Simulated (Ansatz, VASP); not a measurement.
**NaZr2TeF11 in VASP and in Ansatz**

The input POSCAR:

```
NaZr2TeF11
1.0
    4.6707780000      3.4628990000      0.0000000000
    4.6707780000     -3.4628990000      0.0000000000
    3.5330770000      0.0000000000     -7.1612230000
Na Te Zr F
1 1 2 11
Direct
    0.0000000000      0.0000000000      0.0000000000
    0.0000000000      0.0000000000      0.5000000000
    0.5049000000      0.5049000000      0.7642600000
    0.4951000000      0.4951000000      0.2357400000
    0.5000000000      0.5000000000      0.5000000000
    0.3292000000      0.6708000000      0.0000000000
    0.6708000000      0.3292000000      0.0000000000
    0.2479000000      0.2479000000      0.3506000000
    0.7521000000      0.7521000000      0.6494000000
    0.2668000000      0.2668000000      0.8905000000
    0.7332000000      0.7332000000      0.1095000000
    0.2220000000      0.8088000000      0.6876000000
    0.1912000000      0.7780000000      0.3124000000
    0.7780000000      0.1912000000      0.3124000000
    0.8088000000      0.2220000000      0.6876000000
```

Contents of INCAR.step1:

```
SYSTEM = NaZr2TeF11
  PREC = Accurate
  ENCUT = 520
  ISMEAR = -1
  SIGMA = 0.1
  LREAL = Auto
  LASPH = .TRUE.
  NELM = 80
  NBANDS = 70
  GGA = PE
  ALGO = Normal
  EDIFF = 1E-4
  LWAVE = .TRUE.
  LCHARG = .FALSE.
```

File INCAR.step2:

```
SYSTEM = NaZr2TeF11
  PREC = Accurate
  ENCUT = 520
  EDIFF = 1E-6
  ISMEAR = -1
  SIGMA = 0.1
  LREAL = Auto
  LASPH = .TRUE.
  NELM = 80
  ALGO = Normal
  ISIF = 2
  LWAVE = .FALSE.
  LCHARG = .FALSE.
  METAGGA = R2SCAN
  LMIXTAU = .TRUE.
  NBANDS = 70
  ISTART = 1
```

The input KPOINTS:

```
Automatic mesh
0
G
  5 5 4
  0 0 0
```

Input for Ansatz:

```yaml
crystal:
  lattice:
    - [4.670778, 3.462899, 0.0]
    - [4.670778, -3.462899, 0.0]
    - [3.533077, 0.0, -7.161223]
  atoms:
    - { symbol: Na, position: [0.0, 0.0, 0.0] }
    - { symbol: Te, position: [0.0, 0.0, 0.5] }
    - { symbol: Zr, position: [0.5049, 0.5049, 0.76426] }
    - { symbol: Zr, position: [0.4951, 0.4951, 0.23574] }
    - { symbol: F, position: [0.5, 0.5, 0.5] }
    - { symbol: F, position: [0.3292, 0.6708, 0.0] }
    - { symbol: F, position: [0.6708, 0.3292, 0.0] }
    - { symbol: F, position: [0.2479, 0.2479, 0.3506] }
    - { symbol: F, position: [0.7521, 0.7521, 0.6494] }
    - { symbol: F, position: [0.2668, 0.2668, 0.8905] }
    - { symbol: F, position: [0.7332, 0.7332, 0.1095] }
    - { symbol: F, position: [0.222, 0.8088, 0.6876] }
    - { symbol: F, position: [0.1912, 0.778, 0.3124] }
    - { symbol: F, position: [0.778, 0.1912, 0.3124] }
    - { symbol: F, position: [0.8088, 0.222, 0.6876] }
  symmetry: { tolerance: 0.0003 }
kpoints:
  mp_grid: { grid: [5, 5, 4], shift: [0, 0, 0] }
magnetization:
  spin_polarized: false
scf:
  occupations: { method: fermi_dirac }
  lower_state_search: "off"
  max_iter: 200
hamiltonian:
  pseudopotentials: { kind: paw }
  xc: r2scan
basis:
  ecutwfc: 500
  fft_grid_basis: typed
output:
  forces: true
  stress: true
  eigenvalues: true
  bader: true
  populations: true
  elf: true
  write_potential: true
  volumetric_format: npy
  dos:
    e_range: [-12, 8]
    de: 0.05
    projected: { site_lists: { F: [F], Na: [Na], Te: [Te], Zr: [Zr] } }
checkpoint:
  read: saved_state
```

Alike in both runs: task single point; functional r2SCAN; k mesh 5 × 5 × 4; no spin polarisation.

|  | VASP | Ansatz |
| --- | --- | --- |
| version | VASP 6.6.1 | Ansatz 0.2.0 |
| potentials or method | VASP PAW PBE potentials, release 64 (Na_pv, Te, Zr_sv, F), cutoff 520 eV | PAW plane waves |
| occupations | fermi-dirac, width 0.1 eV | fermi-dirac |
| valence electrons in the cell | 114 | 126 |

|  | VASP | Ansatz | Ansatz less VASP |
| --- | --- | --- | --- |
| pressure (GPa) | 5.5 | 5.7 | +0.25 |
| traceless stress, the component that is largest in VASP (GPa) | -1.20 | -1.27 | -0.070 |
| rms of the force components (eV/Å) | 0.869 | 0.899 | +0.0296 |

VASP's potentials were made for PBE, not for r2SCAN. Atom by atom the forces differ by 0.040 eV/Å (rms over components). VASP's potentials hold 114 valence electrons a cell and Ansatz's 126, so a difference there can come from the potentials and not from the codes.

Spin-orbit coupling is off throughout.
